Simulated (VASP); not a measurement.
# SrO (Fm-3m) in VASP: further runs

The runs below take SrO through single point, with PBE.

Everything below comes from runs of VASP 6.6.1. Logs are shortened: lines on timing, memory, paths and dates and some standing lists are left out, and cuts for length are marked.

**1. The cell of the first run**

It takes space group Fm-3m (No. 225, cubic). The conventional cell has a = 5.207 Å, b = 5.207 Å, c = 5.207 Å, α = 90.00°, β = 90.00°, γ = 90.00°. Sr (site symmetry m-3m) has 6 O at 2.60 Å within 3.4 Å. Within 3.4 Å of O (site symmetry m-3m) lie 6 Sr at 2.60 Å.

**2. Single point, PBE (volume scaled by 1.04)**

INCAR

```
PREC = Accurate
ENCUT = 520
EDIFF = 1E-6
ISMEAR = -1
SIGMA = 0.02
LREAL = False
LASPH = True
NELM = 80
ALGO = Normal
ISIF = 2
LWAVE = False
LCHARG = False
GGA = PE
NBANDS = 15
```

KPOINTS

```
Automatic mesh
0
Gamma
  8 8 8
```

POSCAR

```
SrO
1.0
    0.0000000000      2.6036170359      2.6036170359
    2.6036170359      0.0000000000      2.6036170359
    2.6036170359      2.6036170359      0.0000000000
Sr O
1 1
Direct
    0.0000000000      0.0000000000      0.0000000000
    0.5000000000      0.5000000000      0.5000000000
```

Potentials or basis: VASP PAW PBE potentials, release 64 (Sr_sv, O).

Started as:

```console
> cat potpaw_PBE.64/Sr_sv/POTCAR potpaw_PBE.64/O/POTCAR > POTCAR
> mpirun -np 1 vasp_std > vasp.out
```

OUTCAR:

```text
PREC = Accurate
   ENCUT = 520
   EDIFF = 1E-6
   ISMEAR = -1
   LREAL = False
   LASPH = True
   NELM = 80
   ISIF = 2
   GGA = PE

 ion  position               nearest neighbor table
   1  0.000  0.000  0.000-   2 2.60   2 2.60   2 2.60   2 2.60   2 2.60   2 2.60
   2  0.500  0.500  0.500-   1 2.60   1 2.60   1 2.60   1 2.60   1 2.60   1 2.60

  LATTYP: Found a face centered cubic cell.
 ALAT       =     5.2072340718

  Lattice vectors:

 A1 = (   0.0000000000,   2.6036170359,   2.6036170359)
 A2 = (   2.6036170359,   0.0000000000,   2.6036170359)
 A3 = (   2.6036170359,   2.6036170359,   0.0000000000)

Analysis of symmetry for initial positions (statically):
=====================================================================
 Subroutine PRICEL returns:
 Original cell was already a primitive cell.

 Routine SETGRP: Setting up the symmetry group for a
 face centered cubic supercell.

 Subroutine GETGRP returns: Found 48 space group operations
 (whereof 48 operations were pure point group operations)
 out of a pool of 48 trial point group operations.

The static configuration has the point symmetry O_h .

Analysis of symmetry for dynamics (positions and initial velocities):
=====================================================================
 Subroutine PRICEL returns:
 Original cell was already a primitive cell.

 Routine SETGRP: Setting up the symmetry group for a
 face centered cubic supercell.

 Subroutine GETGRP returns: Found 48 space group operations
 (whereof 48 operations were pure point group operations)
 out of a pool of 48 trial point group operations.

The dynamic configuration has the point symmetry O_h .

 Subroutine INISYM returns: Found 48 space group operations
 (whereof 48 operations are pure point group operations),
 and found     1 'primitive' translations

----------------------------------------------------------------------------------------

                                     Primitive cell

  volume of cell :      35.2989

  direct lattice vectors                    reciprocal lattice vectors
     0.000000000  2.603617036  2.603617036    -0.192040532  0.192040532  0.192040532
     2.603617036  0.000000000  2.603617036     0.192040532 -0.192040532  0.192040532
     2.603617036  2.603617036  0.000000000     0.192040532  0.192040532 -0.192040532

  length of vectors
     3.682070523  3.682070523  3.682070523     0.332623958  0.332623958  0.332623958

  position of ions in fractional coordinates (direct lattice)
     0.000000000  0.000000000  0.000000000
     0.500000000  0.500000000  0.500000000

  ion indices of the primitive-cell ions
   primitive index   ion index
                 1           1
                 2           2

----------------------------------------------------------------------------------------

 KPOINTS: Automatic mesh

Automatic generation of k-mesh.
 Grid dimensions read from file:
 generate k-points for:    8    8    8

 Generating k-lattice:

  Cartesian coordinates                     Fractional coordinates (reciprocal lattice)
    -0.024005066  0.024005066  0.024005066     0.125000000  0.000000000  0.000000000
     0.024005066 -0.024005066  0.024005066     0.000000000  0.125000000  0.000000000
     0.024005066  0.024005066 -0.024005066     0.000000000  0.000000000  0.125000000

  Length of vectors
     0.041577995  0.041577995  0.041577995

  Shift w.r.t. Gamma in fractional coordinates (k-lattice)
     0.000000000  0.000000000  0.000000000

 Subroutine IBZKPT returns following result:
 ===========================================

 Found     29 irreducible k-points:

 Following reciprocal coordinates:
            Coordinates               Weight
  0.000000  0.000000  0.000000      1.000000
  0.125000  0.000000  0.000000      8.000000
  0.250000  0.000000  0.000000      8.000000
  0.375000  0.000000  0.000000      8.000000
  0.500000  0.000000  0.000000      4.000000
  0.125000  0.125000  0.000000      6.000000
[... 16 lines left out ...]
  0.500000  0.250000  0.125000     48.000000
 -0.375000  0.250000  0.125000     24.000000
 [... further k-points ...]
   k-points           NKPTS =     29   k-points in BZ     NKDIM =     29   number of bands    NBANDS=     15
   number of dos      NEDOS =    301   number of ions     NIONS =      2
   total plane-waves  NPLWV =  21952
   dimension x,y,z NGX =    28 NGY =   28 NGZ =   28
   dimension x,y,z NGXF=    56 NGYF=   56 NGZF=   56
   ions per type =               1   1
   NGX,Y,Z   is equivalent  to a cutoff of  12.64, 12.64, 12.64 a.u.
   NGXF,Y,Z  is equivalent  to a cutoff of  25.28, 25.28, 25.28 a.u.
 SYSTEM =  unknown system
   PREC   = accura    normal or accurate (medium, high low for compatibility)
   ISTART =      0    job   : 0-new  1-cont  2-samecut
   ICHARG =      2    charge: 1-file 2-atom 10-const
   ISPIN  =      1    spin polarized calculation?
   LNONCOLLINEAR =      F non collinear calculations
   LSORBIT =      F    spin-orbit coupling
   LASPH  =      T    aspherical Exc in radial PAW
   ENCUT  =  520.0 eV  38.22 Ry    6.18 a.u.   6.85  6.85  6.85*2*pi/ulx,y,z
   NELM   =     80;   NELMIN=  2; NELMDL= -5     # of ELM steps
   EDIFF  = 0.1E-05   stopping-criterion for ELM
   LREAL  =      F    real-space projection
   EDIFFG = 0.1E-04   stopping-criterion for IOM
   NSW    =      0    number of steps for IOM
   IBRION =     -1    ionic relax: 0-MD 1-quasi-New 2-CG
   NFREE  =      0    steps in history (QN), initial steepest desc. (CG)
   ISIF   =      2    stress and relaxation
   ISYM   =      2    0-nonsym 1-usesym 2-fastsym
   POTIM  = 0.5000    time-step for ionic-motion
   TEBEG  =    0.0;   TEEND  =   0.0 temperature during run
   PSTRESS=    0.0 pullay stress
   NELECT =      16.0000    total number of electrons
   NUPDOWN=      -1.0000    fix difference up-down
   EMIN   =  10.00;   EMAX   =-10.00  energy-range for DOS
   EFERMI =   0.00;   METHOD = LEGACY
   ISMEAR =    -1;   SIGMA  =   0.02  broadening in eV -4-tet -1-fermi 0-gaus
   EFERMI_NEDOS =   21; number of points for ismear=-14 and -15
   IALGO  =     38    algorithm
   IMIX   =      4    mixing-type and parameters
     AMIX     =   0.40;   BMIX     =  1.00
     AMIX_MAG =   1.60;   BMIX_MAG =  1.00
  volume/ion in A,a.u.               =      17.65       119.10
  Fermi-wavevector in a.u.,A,eV,Ry     =   1.257557  2.376438 21.516932  1.581450
  Thomas-Fermi vector in A             =   2.391210
   LORBIT       =      0    0 simple, 1 ext, 2 COOP (PROOUT), +10 PAW based schemes
   GGA     = PE    functional components
   LHFCALC =     F    Hartree Fock is set to
   AEXX    =    0.0000 exact exchange contribution
   IVDW    =     0    specifies the selected vdW correction
   LEPSILON=     F    determine dielectric tensor
   LRPA    =     F    only Hartree local field effects (RPA)
 non-spin polarized calculation
  energy-cutoff  :      520.00
  volume of cell :       35.30
 maximum number of plane-waves:       960
   NGX = 13   NGY = 13   NGZ = 13

 number of electron      16.0000001 magnetization

 Free energy of the ion-electron system (eV)
  ---------------------------------------------------
  ext. energy  EPLUGINS =         0.00000000
  ---------------------------------------------------
  free energy    TOTEN  =       -12.05514413 eV

  energy without entropy =      -12.05514413  energy(sigma->0) =      -12.05514413

 E-fermi :   1.9709     XC(G=0):  -9.8492

 val. band max:        1.4886408052   @ k =   0.0000   0.0000   0.0000
 cond. band min:       4.7717595061   @ k =   0.5000   0.5000   0.0000
 fundamental gap:      3.2831187009
 Fermi energy:         1.9708560436

 k-point     1 :       0.0000    0.0000    0.0000
  band No.  band energies     occupation
      1     -31.0359      2.00000
      2     -13.5539      2.00000
      3     -12.7106      2.00000
      4     -12.7106      2.00000
      5     -12.7106      2.00000
      6       1.4886      2.00000
      7       1.4886      2.00000
      8       1.4886      2.00000
      9       5.2070      0.00000
     10       7.6141      0.00000
     11       7.6141      0.00000
     12       7.6141      0.00000
     13       9.6974      0.00000
     14       9.6974      0.00000
     15      14.0127      0.00000

 k-point     2 :       0.1250    0.0000    0.0000
  band No.  band energies     occupation
      1     -31.0191      2.00000
      2     -13.9285      2.00000
      3     -12.7218      2.00000
      4     -12.7218      2.00000
      5     -12.3784      2.00000
      6       1.0457      2.00000
      7       1.3050      2.00000
      8       1.3050      2.00000
      9       5.8915      0.00000
     10       7.4669      0.00000
     11       7.9067      0.00000
     12       7.9067      0.00000
     13      10.0795      0.00000
     14      10.0795      0.00000
     15      14.9672      0.00000

 k-point     3 :       0.2500    0.0000    0.0000
  band No.  band energies     occupation
      1     -30.9781      2.00000
      2     -14.4764      2.00000
      3     -12.7485      2.00000
      4     -12.7485      2.00000
      5     -11.9333      2.00000
      6       0.2477      2.00000
      7       0.9068      2.00000
      8       0.9068      2.00000
      9       7.2955      0.00000
     10       7.4897      0.00000
     11       8.6989      0.00000
     12       8.6989      0.00000
     13      11.0388      0.00000
     14      11.0388      0.00000
     15      16.8408      0.00000
[... 343 lines left out ...]
 k-point    23 :       0.5000    0.2500    0.1250
  band No.  band energies     occupation
      1     -30.9153      2.00000
      2     -14.6568      2.00000
      3     -13.0327      2.00000
      4     -12.8652      2.00000
      5     -11.8919      2.00000
      6      -0.0084      2.00000
      7       0.6044      2.00000
      8       0.9702      2.00000
      9       6.9677      0.00000
     10       8.4351      0.00000
     11      10.1286      0.00000
     12      10.3475      0.00000
     13      12.2313      0.00000
     14      13.1528      0.00000
     15      15.3335      0.00000

 k-point    24 :      -0.3750    0.2500    0.1250
  band No.  band energies     occupation
      1     -30.9016      2.00000
      2     -14.7195      2.00000
      3     -13.0533      2.00000
      4     -12.9119      2.00000
      5     -11.8624      2.00000
      6      -0.0417      2.00000
      7       0.6599      2.00000
      8       0.7203      2.00000
      9       7.7172      0.00000
     10       8.0692      0.00000
     11      10.4819      0.00000
     12      10.7430      0.00000
     13      12.7322      0.00000
     14      14.0216      0.00000
     15      14.3763      0.00000

 [... further k-points ...]
[... 5 lines left out ...]
  --------------------------------------------------------------------------------------
  -------------------------------------------------------------------------------------
  Total       -0.0210227     -0.0210227     -0.0210227      0.0000000     -0.0000000      0.0000000
  in kB       -0.9541970     -0.9541970     -0.9541970      0.0000000     -0.0000000      0.0000000
  external PRESSURE =      -0.9541970 kB  Pullay stress =       0.0000000 kB

 VOLUME and BASIS-vectors are now :
 -----------------------------------------------------------------------------
  energy-cutoff  :      520.00
  volume of cell :       35.30
      direct lattice vectors                 reciprocal lattice vectors
     0.000000000  2.603617036  2.603617036    -0.192040532  0.192040532  0.192040532
     2.603617036  0.000000000  2.603617036     0.192040532 -0.192040532  0.192040532
     2.603617036  2.603617036  0.000000000     0.192040532  0.192040532 -0.192040532

 POSITION                                       TOTAL-FORCE (eV/Angst)
 -----------------------------------------------------------------------------------
      0.00000      0.00000      0.00000        -0.000000     -0.000000     -0.000000
      2.60362      2.60362      2.60362         0.000000      0.000000      0.000000
 -----------------------------------------------------------------------------------
    total drift:                                0.000000      0.000000      0.000000

  FREE ENERGIE OF THE ION-ELECTRON SYSTEM (eV)
  ---------------------------------------------------
  free  energy   TOTEN  =       -12.0551441280 eV

  energy  without entropy=      -12.0551441280  energy(sigma->0) =      -12.05514413
```

It took 10 s on 1 thread of AMD EPYC 9R14 (Zen 4), shared host; peak memory 0.13 GiB.

Results:

```yaml
Free_energy: -12.0551 eV
Pressure: -0.1 GPa
Band_gap_on_the_k_mesh: 3.28 eV, indirect (least direct gap 3.39 eV)
```

Levels at points of the mesh, in eV from the valence-band top:
```csv
k point,band 5,band 6,band 7,band 8,band 9,band 10,band 11,band 12
"(0.00, 0.00, 0.00)",-14.20,0.00,0.00,0.00,3.72,6.13,6.13,6.13
"(0.50, 0.00, 0.00)",-13.02,-2.10,-1.07,-1.07,6.39,8.15,8.63,8.63
"(0.50, 0.50, 0.00)",-14.52,-0.49,-0.11,-0.11,3.28,7.52,9.92,10.05
```

 A k mesh can miss the band edges.

**3. Single point, PBE (volume scaled by 1.02)**

INCAR

```
SYSTEM = SrO
PREC = Accurate
ENCUT = 520
EDIFF = 1E-7
ISMEAR = -1
SIGMA = 0.02
LREAL = .FALSE.
LASPH = .TRUE.
NELM = 60
ALGO = Normal
ISIF = 2
LWAVE = .FALSE.
LCHARG = .FALSE.
GGA = PE
NBANDS = 15
```

KPOINTS

```
regular mesh
0
G
  8 8 8
  0 0 0
```

POSCAR

```
SrO
1.0
    0.0000000000      2.5868190390      2.5868190390
    2.5868190390      0.0000000000      2.5868190390
    2.5868190390      2.5868190390      0.0000000000
Sr O
1 1
Direct
    0.0000000000      0.0000000000      0.0000000000
    0.5000000000      0.5000000000      0.5000000000
```

Potentials or basis: VASP PAW PBE potentials, release 64 (Sr_sv, O).

Started as:

```console
> cat potpaw_PBE.64/Sr_sv/POTCAR potpaw_PBE.64/O/POTCAR > POTCAR
> mpirun -np 1 vasp_std > vasp.out
```

It took 12 s on 1 thread of AMD EPYC 9R14 (Zen 4), shared host; peak memory 0.13 GiB.

The run converged. Its results:

```
Free energy            : -12.0515 eV
Pressure               : 1.6 GPa
Band gap on the k mesh : 3.27 eV, indirect (least direct gap 3.37 eV)
```

Levels at points of the mesh, in eV from the valence-band top:
| k point | band 5 | band 6 | band 7 | band 8 | band 9 | band 10 | band 11 | band 12 |
| --- | --- | --- | --- | --- | --- | --- | --- | --- |
| (0.00, 0.00, 0.00) | -14.11 | 0.00 | 0.00 | 0.00 | 3.85 | 6.17 | 6.17 | 6.17 |
| (0.50, 0.00, 0.00) | -12.93 | -2.14 | -1.10 | -1.10 | 6.47 | 8.31 | 8.74 | 8.74 |
| (0.50, 0.50, 0.00) | -14.46 | -0.46 | -0.10 | -0.10 | 3.27 | 7.66 | 10.05 | 10.22 |

**4. Single point, PBE (volume scaled by 1.05)**

INCAR

```
ALGO     = Normal         # electronic algorithm
EDIFF    = 1E-7           # SCF threshold, eV
ENCUT    = 520            # plane-wave cutoff, eV
GGA      = PE             # functional
ISIF     = 2              # what is computed and relaxed
ISMEAR   = -1             # smearing method
LASPH    = True           # aspherical terms in the spheres
LCHARG   = False          # write CHGCAR
LREAL    = False          # projectors in reciprocal space
LWAVE    = False          # write WAVECAR
NBANDS   = 15             # bands
NELM     = 80             # most SCF steps
PREC     = Accurate       # precision mode
SIGMA    = 0.02           # smearing width, eV
```

KPOINTS

```
k-points
0
Gamma
  8 8 8
```

POSCAR

```
SrO
1.0
    0.0000000000      2.6119353577      2.6119353577
    2.6119353577      0.0000000000      2.6119353577
    2.6119353577      2.6119353577      0.0000000000
Sr O
1 1
Direct
    0.0000000000      0.0000000000      0.0000000000
    0.5000000000      0.5000000000      0.5000000000
```

Started as:

```console
> cat potpaw_PBE.64/Sr_sv/POTCAR potpaw_PBE.64/O/POTCAR > POTCAR
> mpirun -np 1 vasp_std > vasp.out
```

Wall time 12 s (1 thread of AMD EPYC 9R14 (Zen 4), shared host); peak memory 0.13 GiB.

Results (log left out):

* Free energy: -12.0543 eV
* Pressure: -0.9 GPa
* Band gap on the k mesh: 3.29 eV, indirect (least direct gap 3.40 eV)

Levels at points of the mesh, in eV from the valence-band top:
| k point | band 5 | band 6 | band 7 | band 8 | band 9 | band 10 | band 11 | band 12 |
| --- | --- | --- | --- | --- | --- | --- | --- | --- |
| (0.00, 0.00, 0.00) | -14.24 | 0.00 | 0.00 | 0.00 | 3.65 | 6.10 | 6.10 | 6.10 |
| (0.50, 0.00, 0.00) | -13.07 | -2.08 | -1.05 | -1.05 | 6.35 | 8.08 | 8.57 | 8.57 |
| (0.50, 0.50, 0.00) | -14.56 | -0.51 | -0.12 | -0.12 | 3.29 | 7.45 | 9.86 | 9.96 |

 A k mesh can miss the band edges.

**5. Single point, PBE (volume scaled by 1.06)**

INCAR

```
SYSTEM = SrO
PREC = Accurate
ENCUT = 520
EDIFF = 1E-7
ISMEAR = -1
SIGMA = 0.02
LREAL = .False.
LASPH = .True.
NELM = 100
ALGO = Normal
ISIF = 2
LWAVE = .False.
LCHARG = .False.
GGA = PE
NBANDS = 15
```

KPOINTS

```
Automatic mesh
0
Gamma
  8 8 8
  0 0 0
```

POSCAR

```
SrO
1.0
    0.0000000000      2.6202010311      2.6202010311
    2.6202010311      0.0000000000      2.6202010311
    2.6202010311      2.6202010311      0.0000000000
Sr O
1 1
Direct
    0.0000000000      0.0000000000      0.0000000000
    0.5000000000      0.5000000000      0.5000000000
```

Started as:

```console
> cat potpaw_PBE.64/Sr_sv/POTCAR potpaw_PBE.64/O/POTCAR > POTCAR
> mpirun -np 1 vasp_std > vasp.out
```

Wall time 12 s (1 thread of AMD EPYC 9R14 (Zen 4), shared host); peak memory 0.13 GiB.

Results (log left out):

| Item | Value |
| --- | --- |
| Free energy | -12.0519 eV |
| Pressure | -1.6 GPa |
| Band gap on the k mesh | 3.29 eV, indirect (least direct gap 3.41 eV) |

Levels at points of the mesh, in eV from the valence-band top:
```
           k point  band 5  band 6  band 7  band 8  band 9  band 10  band 11  band 12
(0.00, 0.00, 0.00)  -14.29    0.00    0.00    0.00    3.59     6.08     6.08     6.08
(0.50, 0.00, 0.00)  -13.11   -2.06   -1.03   -1.03    6.31     8.00     8.52     8.52
(0.50, 0.50, 0.00)  -14.59   -0.52   -0.12   -0.12    3.29     7.38     9.80     9.88
```

**6. The runs side by side**

| cell | gap on the mesh (eV) | pressure (GPa) |
| --- | --- | --- |
| a = 3.682 Å, angles 60.0°, 2 atoms | 3.28 | -0.1 |
| a = 3.658 Å, angles 60.0°, 2 atoms | 3.27 | 1.6 |
| a = 3.694 Å, angles 60.0°, 2 atoms | 3.29 | -0.9 |
| a = 3.706 Å, angles 60.0°, 2 atoms | 3.29 | -1.6 |

Alike in all rows: task single point; level PBE; potentials or basis VASP PAW PBE potentials, release 64 (Sr_sv, O); no spin polarisation; k mesh 8 × 8 × 8; cutoff (eV) 520; smearing fermi-dirac 0.02 eV.

Absolute energies hang on the potentials; compare differences alone.
